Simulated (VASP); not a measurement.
A run of VASP 6.6.1 is set up as follows.

The input INCAR:

```
SYSTEM = Au
PREC     = Accurate       ! precision mode
ENCUT    = 520            ! plane-wave cutoff, eV
EDIFF    = 1E-6           ! SCF threshold, eV
ISMEAR   = 0              ! smearing method
SIGMA    = 0.1            ! smearing width, eV
LREAL    = .FALSE.        ! projectors in reciprocal space
LASPH    = .TRUE.         ! aspherical terms in the spheres
NELM     = 80             ! most SCF steps
ALGO     = Normal         ! electronic algorithm
ISIF     = 2              ! what is computed and relaxed
LWAVE    = .FALSE.        ! write WAVECAR
LCHARG   = .FALSE.        ! write CHGCAR
GGA      = CA             ! functional
NBANDS   = 12             ! bands
```

Contents of KPOINTS:

```
regular mesh
0
G
  18 18 18
  0 0 0
```

File POSCAR:

```
Au
1.0
    0.0000000000      2.0241391436      2.0241391436
    2.0241391436      0.0000000000      2.0241391436
    2.0241391436      2.0241391436      0.0000000000
Au
1
Direct
    0.0000000000      0.0000000000      0.0000000000
```

Potentials or basis: VASP PAW LDA potentials, release 64 (Au).

The run is started by

```bash
$ cat potpaw_LDA.64/Au/POTCAR > POTCAR
$ mpirun -np 1 vasp_std > vasp.out
```

(1) What does it give for the pressure?

Answers

(1) 0.5 GPa.
